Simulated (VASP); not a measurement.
# ScGa3P4 in VASP: a series of runs

The runs below take ScGa3P4 through single point, with PBEsol.

Program: VASP 6.6.1. These are calculated values, not measurements. Logs are shortened: lines on timing, memory, paths and dates and some standing lists are left out, and cuts for length are marked.

**1. The cell of the first run**

The typed cell holds 8 atoms: a = 6.427 Å, b = 3.901 Å, c = 6.869 Å, α = 90.03°, β = 90.37°, γ = 90.03°.

**2. Single point, PBEsol**

INCAR

```
ALGO = Normal ; EDIFF = 1E-7
ENCUT = 520 ; GGA = PS
ISIF = 2 ; ISMEAR = -1
LASPH = True ; LCHARG = False
LREAL = False ; LWAVE = False
NBANDS = 45 ; NELM = 60
PREC = Accurate ; SIGMA = 0.05
```

KPOINTS

```
k-points
0
Gamma
  4 4 4
```

POSCAR

```
ScGa3P4
1.0
    6.4273968320     -0.0016500258     -0.0182848928
   -0.0007328639      3.9006011861     -0.0008385075
   -0.0247484112     -0.0020101081      6.8686772107
Sc Ga P
1 3 4
Direct
    0.5115197158      0.0220604360      0.6674709687
    0.5066523607      0.5234350687      0.1711905144
    1.0077970565      0.5227877187      0.8353165180
    1.0071078382      0.0230878867      0.3247234612
    0.1142676321      0.0227922852      0.6613985234
    0.1363110180      0.5230765533      0.1641161459
    0.6424234840      0.5222683521      0.8569180039
    0.6392721013      0.0236250919      0.3207407481
```

Potentials or basis: VASP PAW PBE potentials, release 64 (Sc_sv, Ga_d, P).

The run is started by

```
cat potpaw_PBE.64/Sc_sv/POTCAR potpaw_PBE.64/Ga_d/POTCAR potpaw_PBE.64/P/POTCAR > POTCAR
mpirun -np 1 vasp_std > vasp.out
```

OUTCAR:

```text
EDIFF = 1E-7
   ENCUT = 520
   GGA = PS
   ISIF = 2
   ISMEAR = -1
   LASPH = True
   LREAL = False
   NELM = 60
   PREC = Accurate

 ion  position               nearest neighbor table
   1  0.512  0.022  0.667-   7 2.49   7 2.49   8 2.52   5 2.55
   2  0.507  0.523  0.171-   7 2.33   8 2.36   8 2.36   6 2.38
   3  0.008  0.523  0.835-   7 2.35   5 2.39   5 2.39   6 2.40
   4  0.007  0.023  0.325-   8 2.36   6 2.39   6 2.39   5 2.41
   5  0.114  0.023  0.661-   3 2.39   3 2.39   4 2.41   1 2.55
   6  0.136  0.523  0.164-   2 2.38   4 2.39   4 2.39   3 2.40
   7  0.642  0.522  0.857-   2 2.33   3 2.35   1 2.49   1 2.49
   8  0.639  0.024  0.321-   2 2.36   2 2.36   4 2.36   1 2.52

  LATTYP: Found a triclinic cell.
 ALAT       =     6.8687220900
 B/A-ratio  =     1.3739357924
 C/A-ratio  =     0.5678787544
 COS(alpha) =     0.0000665775
 COS(beta)  =     0.0005069370
 COS(gamma) =     0.7322274642

  Lattice vectors:

 A1 = (  -0.0247484112,  -0.0020101081,   6.8686772107)
 A2 = (  -6.4521452432,  -0.0003600823,   6.8869621035)
 A3 = (   0.0007328639,  -3.9006011861,   0.0008385075)

Analysis of symmetry for initial positions (statically):
=====================================================================
 Subroutine PRICEL returns:
 Original cell was already a primitive cell.

 Routine SETGRP: Setting up the symmetry group for a
 triclinic supercell.

 Subroutine GETGRP returns: Found  1 space group operations
 (whereof  1 operations were pure point group operations)
 out of a pool of  2 trial point group operations.

The static configuration has the point symmetry C_1 .

Analysis of symmetry for dynamics (positions and initial velocities):
=====================================================================
 Subroutine PRICEL returns:
 Original cell was already a primitive cell.

 Routine SETGRP: Setting up the symmetry group for a
 triclinic supercell.

 Subroutine GETGRP returns: Found  1 space group operations
 (whereof  1 operations were pure point group operations)
 out of a pool of  2 trial point group operations.

The dynamic configuration has the point symmetry C_1 .

 Subroutine INISYM returns: Found  1 space group operations
 (whereof  1 operations are pure point group operations),
 and found     1 'primitive' translations

----------------------------------------------------------------------------------------

                                     Primitive cell

  volume of cell :     172.2008

  direct lattice vectors                    reciprocal lattice vectors
     6.427396832 -0.001650026 -0.018284893     0.155585585  0.000029353  0.000560596
    -0.000732864  3.900601186 -0.000838508     0.000066029  0.256370765  0.000075264
    -0.024748411 -0.002010108  6.868677211     0.000414188  0.000031375  0.145589942

  length of vectors
     6.427423053  3.900601345  6.868722090     0.155586598  0.256370785  0.145590534

  position of ions in fractional coordinates (direct lattice)
     0.511519716  0.022060436  0.667470969
     0.506652361  0.523435069  0.171190514
     0.007797057  0.522787719  0.835316518
     0.007107838  0.023087887  0.324723461
     0.114267632  0.022792285  0.661398523
     0.136311018  0.523076553  0.164116146
     0.642423484  0.522268352  0.856918004
     0.639272101  0.023625092  0.320740748

  ion indices of the primitive-cell ions
   primitive index   ion index
                 1           1
                 2           2
                 3           3
                 4           4
                 5           5
                 6           6
                 7           7
                 8           8

----------------------------------------------------------------------------------------

 KPOINTS: k-points

Automatic generation of k-mesh.
 Grid dimensions read from file:
 generate k-points for:    4    4    4

 Generating k-lattice:

  Cartesian coordinates                     Fractional coordinates (reciprocal lattice)
     0.038896396  0.000007338  0.000140149     0.250000000  0.000000000 -0.000000000
     0.000016507  0.064092691  0.000018816    -0.000000000  0.250000000 -0.000000000
     0.000103547  0.000007844  0.036397485     0.000000000 -0.000000000  0.250000000

  Length of vectors
     0.038896650  0.064092696  0.036397634

  Shift w.r.t. Gamma in fractional coordinates (k-lattice)
     0.000000000  0.000000000  0.000000000

 Subroutine IBZKPT returns following result:
 ===========================================

 Found     36 irreducible k-points:

 Following reciprocal coordinates:
            Coordinates               Weight
  0.000000  0.000000  0.000000      1.000000
  0.250000  0.000000  0.000000      2.000000
  0.500000  0.000000  0.000000      1.000000
  0.000000  0.250000  0.000000      2.000000
  0.250000  0.250000  0.000000      2.000000
  0.500000  0.250000  0.000000      2.000000
[... 16 lines left out ...]
  0.000000 -0.250000  0.250000      2.000000
  0.250000 -0.250000  0.250000      2.000000
 [... further k-points ...]
   k-points           NKPTS =     36   k-points in BZ     NKDIM =     36   number of bands    NBANDS=     45
   number of dos      NEDOS =    301   number of ions     NIONS =      8
   total plane-waves  NPLWV =  77760
   dimension x,y,z NGX =    48 NGY =   30 NGZ =   54
   dimension x,y,z NGXF=    96 NGYF=   60 NGZF=  108
   ions per type =               1   3   4
   NGX,Y,Z   is equivalent  to a cutoff of  12.42, 12.79, 13.07 a.u.
   NGXF,Y,Z  is equivalent  to a cutoff of  24.83, 25.57, 26.14 a.u.
 SYSTEM =  unknown system
   PREC   = accura    normal or accurate (medium, high low for compatibility)
   ISTART =      0    job   : 0-new  1-cont  2-samecut
   ICHARG =      2    charge: 1-file 2-atom 10-const
   ISPIN  =      1    spin polarized calculation?
   LNONCOLLINEAR =      F non collinear calculations
   LSORBIT =      F    spin-orbit coupling
   LASPH  =      T    aspherical Exc in radial PAW
   ENCUT  =  520.0 eV  38.22 Ry    6.18 a.u.  11.95  7.25 12.77*2*pi/ulx,y,z
   NELM   =     60;   NELMIN=  2; NELMDL= -5     # of ELM steps
   EDIFF  = 0.1E-06   stopping-criterion for ELM
   LREAL  =      F    real-space projection
   EDIFFG = 0.1E-05   stopping-criterion for IOM
   NSW    =      0    number of steps for IOM
   IBRION =     -1    ionic relax: 0-MD 1-quasi-New 2-CG
   NFREE  =      0    steps in history (QN), initial steepest desc. (CG)
   ISIF   =      2    stress and relaxation
   ISYM   =      2    0-nonsym 1-usesym 2-fastsym
   POTIM  = 0.5000    time-step for ionic-motion
   TEBEG  =    0.0;   TEEND  =   0.0 temperature during run
   PSTRESS=    0.0 pullay stress
   NELECT =      70.0000    total number of electrons
   NUPDOWN=      -1.0000    fix difference up-down
   EMIN   =  10.00;   EMAX   =-10.00  energy-range for DOS
   EFERMI =   0.00;   METHOD = LEGACY
   ISMEAR =    -1;   SIGMA  =   0.05  broadening in eV -4-tet -1-fermi 0-gaus
   EFERMI_NEDOS =   21; number of points for ismear=-14 and -15
   IALGO  =     38    algorithm
   IMIX   =      4    mixing-type and parameters
     AMIX     =   0.40;   BMIX     =  1.00
     AMIX_MAG =   1.60;   BMIX_MAG =  1.00
  volume/ion in A,a.u.               =      21.53       145.26
  Fermi-wavevector in a.u.,A,eV,Ry     =   1.212725  2.291718 20.010123  1.470703
  Thomas-Fermi vector in A             =   2.348200
   LORBIT       =      0    0 simple, 1 ext, 2 COOP (PROOUT), +10 PAW based schemes
   GGA     = PS    functional components
   LHFCALC =     F    Hartree Fock is set to
   AEXX    =    0.0000 exact exchange contribution
   IVDW    =     0    specifies the selected vdW correction
   LEPSILON=     F    determine dielectric tensor
   LRPA    =     F    only Hartree local field effects (RPA)
 non-spin polarized calculation
  energy-cutoff  :      520.00
  volume of cell :      172.20
 maximum number of plane-waves:      4661
   NGX = 23   NGY = 15   NGZ = 25

 number of electron      70.0000013 magnetization

 Free energy of the ion-electron system (eV)
  ---------------------------------------------------
  ext. energy  EPLUGINS =         0.00000000
  ---------------------------------------------------
  free energy    TOTEN  =       -43.31332347 eV

  energy without entropy =      -43.31332252  energy(sigma->0) =      -43.31332300

 E-fermi :   4.2990     XC(G=0):  -9.7406

 val. band max:        3.7062838095   @ k =   0.0000   0.0000   0.0000
 cond. band min:       4.8656849881   @ k =   0.5000   0.5000   0.5000
 fundamental gap:      1.1594011786
 Fermi energy:         4.2989750217

 k-point     1 :       0.0000    0.0000    0.0000
  band No.  band energies     occupation
      1     -44.8791      2.00000
      2     -23.6557      2.00000
      3     -23.6364      2.00000
      4     -23.6131      2.00000
      5     -10.5905      2.00000
      6     -10.5621      2.00000
[... 37 lines left out ...]
     44       8.1785      0.00000
     45       8.5439      0.00000

 k-point     2 :       0.2500    0.0000    0.0000
  band No.  band energies     occupation
      1     -44.8791      2.00000
      2     -23.6558      2.00000
      3     -23.6364      2.00000
      4     -23.6131      2.00000
      5     -10.5877      2.00000
      6     -10.5619      2.00000
[... 37 lines left out ...]
     44       8.3351      0.00000
     45       8.7823      0.00000

 k-point     3 :       0.5000    0.0000    0.0000
  band No.  band energies     occupation
      1     -44.8791      2.00000
      2     -23.6559      2.00000
      3     -23.6364      2.00000
      4     -23.6131      2.00000
      5     -10.5849      2.00000
      6     -10.5612      2.00000
[... 37 lines left out ...]
     44       8.2789      0.00000
     45       8.4785      0.00000

 k-point     4 :       0.0000    0.2500    0.0000
  band No.  band energies     occupation
      1     -44.8780      2.00000
      2     -23.6608      2.00000
      3     -23.6537      2.00000
      4     -23.6095      2.00000
      5     -10.5897      2.00000
      6     -10.5611      2.00000
[... 901 lines left out ...]
     44       8.0990      0.00000
     45       8.4298      0.00000

 k-point    23 :       0.0000   -0.2500    0.2500
  band No.  band energies     occupation
      1     -44.8780      2.00000
      2     -23.6608      2.00000
      3     -23.6537      2.00000
      4     -23.6095      2.00000
      5     -10.5901      2.00000
      6     -10.5668      2.00000
[... 37 lines left out ...]
     44       8.6831      0.00000
     45       9.0138      0.00000

 k-point    24 :       0.2500   -0.2500    0.2500
  band No.  band energies     occupation
      1     -44.8780      2.00000
      2     -23.6607      2.00000
      3     -23.6538      2.00000
      4     -23.6095      2.00000
      5     -10.5876      2.00000
      6     -10.5668      2.00000
[... 37 lines left out ...]
     44       8.4981      0.00000
     45       9.1458      0.00000

 [... further k-points ...]

------------------------ aborting loop because EDIFF is reached ----------------------------------------

  FORCE on cell =-STRESS in cart. coord.  units (eV):
  Direction    XX          YY          ZZ          XY          YZ          ZX
  --------------------------------------------------------------------------------------
  -------------------------------------------------------------------------------------
  Total        0.0210817      0.0195763      0.0359786      0.0075824      0.0056117      0.0034149
  in kB        0.1961463      0.1821403      0.3347494      0.0705476      0.0522121      0.0317722
  external PRESSURE =       0.2376787 kB  Pullay stress =       0.0000000 kB

 VOLUME and BASIS-vectors are now :
 -----------------------------------------------------------------------------
  energy-cutoff  :      520.00
  volume of cell :      172.20
      direct lattice vectors                 reciprocal lattice vectors
     6.427396832 -0.001650026 -0.018284893     0.155585585  0.000029353  0.000560596
    -0.000732864  3.900601186 -0.000838508     0.000066029  0.256370765  0.000075264
    -0.024748411 -0.002010108  6.868677211     0.000414188  0.000031375  0.145589942

 POSITION                                       TOTAL-FORCE (eV/Angst)
 -----------------------------------------------------------------------------------
      3.27121      0.08386      4.57527        -0.001569      0.000461     -0.005209
      3.25184      2.04053      1.16615         0.005978     -0.000484     -0.000940
      0.02906      2.03749      5.73694        -0.000443      0.000338      0.000009
      0.03763      0.08939      2.23027        -0.003372      0.000674     -0.002014
      0.71806      0.08739      4.54082        -0.020781     -0.000022      0.000244
      0.87168      2.03976      1.12433         0.001107     -0.000392      0.002523
      4.10752      2.03438      5.87371         0.012705      0.000409      0.026522
      4.10090      0.09045      2.19136         0.006375     -0.000984     -0.021134
 -----------------------------------------------------------------------------------
    total drift:                                0.001067      0.001139     -0.001204

  FREE ENERGIE OF THE ION-ELECTRON SYSTEM (eV)
  ---------------------------------------------------
  free  energy   TOTEN  =       -43.3133234732 eV

  energy  without entropy=      -43.3133225214  energy(sigma->0) =      -43.31332300
```

Wall time 6.9 min (1 thread of Intel Xeon 8259CL, shared host); peak memory 0.41 GiB.

What came out:

```
Free energy            : -43.3133 eV
Pressure               : 0.0 GPa
Largest force          : 0.029 eV/Å
Band gap on the k mesh : 1.16 eV (least direct gap 1.33 eV)
```

Forces in eV/Å, atoms in the order of the input:
```
Sc  -0.002  0.000 -0.005
Ga   0.006  0.000 -0.001
Ga   0.000  0.000  0.000
Ga  -0.003  0.001 -0.002
P   -0.021  0.000  0.000
P    0.001  0.000  0.003
P    0.013  0.000  0.027
P    0.006 -0.001 -0.021
```

Levels at points of the mesh, in eV from the valence-band top:
| k point | band 31 | band 32 | band 33 | band 34 | band 35 | band 36 | band 37 | band 38 | band 39 | band 40 |
| --- | --- | --- | --- | --- | --- | --- | --- | --- | --- | --- |
| (0.00, 0.00, 0.00) | -0.86 | -0.63 | -0.20 | -0.13 | 0.00 | 1.33 | 1.54 | 2.47 | 2.52 | 2.91 |
| (0.50, 0.00, 0.00) | -1.00 | -0.75 | -0.66 | -0.31 | -0.12 | 1.38 | 1.83 | 2.09 | 2.47 | 2.81 |
| (0.00, 0.50, 0.00) | -1.97 | -1.78 | -1.25 | -1.12 | -0.88 | 1.91 | 2.17 | 2.52 | 2.62 | 3.15 |
| (0.50, 0.50, 0.00) | -2.08 | -1.60 | -1.22 | -1.11 | -0.43 | 1.55 | 2.21 | 2.47 | 2.65 | 2.96 |
| (0.00, 0.00, 0.50) | -1.12 | -0.64 | -0.54 | -0.47 | -0.09 | 1.98 | 2.42 | 2.61 | 2.73 | 3.02 |
| (0.50, 0.00, 0.50) | -1.38 | -1.16 | -1.13 | -0.53 | -0.06 | 1.94 | 2.13 | 2.48 | 2.89 | 2.93 |
| (0.00, 0.50, 0.50) | -1.88 | -1.79 | -1.22 | -0.77 | -0.47 | 1.20 | 1.87 | 2.46 | 2.53 | 2.75 |
| (0.50, 0.50, 0.50) | -1.71 | -1.67 | -1.14 | -1.11 | -0.43 | 1.16 | 1.52 | 1.81 | 2.39 | 2.40 |

Caveat: the PAW data sets were made with another functional, which shifts forces and pressure a little.

**3. Single point, PBEsol**

INCAR

```
ALGO = Normal
EDIFF = 1E-6
ENCUT = 520
GGA = PS
ISIF = 2
ISMEAR = -1
LASPH = T
LCHARG = F
LREAL = F
LWAVE = F
NBANDS = 45
NELM = 60
PREC = Accurate
SIGMA = 0.03
```

KPOINTS

```
k-points
0
Gamma
  4 6 4
```

POSCAR

```
ScGa3P4
1.0
    6.4329856183      0.0000000000     -0.0190750382
    0.0000000000      3.8848175362      0.0000000000
   -0.0255981618      0.0000000000      6.8850003234
Sc Ga P
1 3 4
Direct
    0.5026778974      0.0000000000      0.6672384393
    0.4980219885      0.5000000000      0.1710506932
    0.9988946209      0.5000000000      0.8349609683
    0.9984446873      0.0000000000      0.3241705630
    0.1054338282      0.0000000000      0.6604199699
    0.1278400462      0.5000000000      0.1631253293
    0.6338590801      0.5000000000      0.8576948933
    0.6308268513      0.0000000000      0.3213401336
```

Potentials or basis: VASP PAW PBE potentials, release 64 (Sc_sv, Ga_d, P).

The run is started by

```
cat potpaw_PBE.64/Sc_sv/POTCAR potpaw_PBE.64/Ga_d/POTCAR potpaw_PBE.64/P/POTCAR > POTCAR
mpirun -np 1 vasp_std > vasp.out
```

Wall time 6.7 min (1 thread of Intel Xeon 8259CL, shared host); peak memory 0.43 GiB.

Results (log left out):

* Free energy: -43.3860 eV
* Pressure: 0.0 GPa
* Largest force: 0.031 eV/Å
* Band gap on the k mesh: 1.13 eV (least direct gap 1.33 eV)

Forces in eV/Å, atoms in the order of the input:
```
Sc  -0.004  0.000  0.001
Ga   0.006  0.000 -0.003
Ga  -0.003  0.000 -0.001
Ga  -0.001  0.000  0.000
P   -0.016  0.000  0.000
P    0.000  0.000  0.001
P    0.013  0.000  0.028
P    0.005  0.000 -0.025
```

Levels at points of the mesh, in eV from the valence-band top:
| k point | band 32 | band 33 | band 34 | band 35 | band 36 | band 37 | band 38 | band 39 |
| --- | --- | --- | --- | --- | --- | --- | --- | --- |
| (0.00, 0.00, 0.00) | -0.62 | -0.23 | -0.16 | 0.00 | 1.33 | 1.53 | 2.47 | 2.52 |
| (0.50, 0.00, 0.00) | -0.79 | -0.65 | -0.35 | -0.11 | 1.36 | 1.83 | 2.09 | 2.46 |
| (0.00, 0.50, 0.00) | -1.80 | -1.28 | -1.14 | -0.90 | 1.89 | 2.14 | 2.48 | 2.59 |
| (0.50, 0.50, 0.00) | -1.62 | -1.25 | -1.13 | -0.46 | 1.52 | 2.19 | 2.44 | 2.62 |
| (0.00, 0.00, 0.50) | -0.67 | -0.53 | -0.50 | -0.09 | 1.99 | 2.40 | 2.61 | 2.72 |
| (0.50, 0.00, 0.50) | -1.15 | -1.11 | -0.56 | -0.05 | 1.93 | 2.11 | 2.47 | 2.91 |
| (0.00, 0.50, 0.50) | -1.82 | -1.24 | -0.81 | -0.50 | 1.18 | 1.84 | 2.42 | 2.50 |
| (0.50, 0.50, 0.50) | -1.70 | -1.16 | -1.13 | -0.46 | 1.13 | 1.50 | 1.78 | 2.36 |

Caveat: the PAW data sets were made with another functional, which shifts forces and pressure a little. A k mesh can miss the band edges.
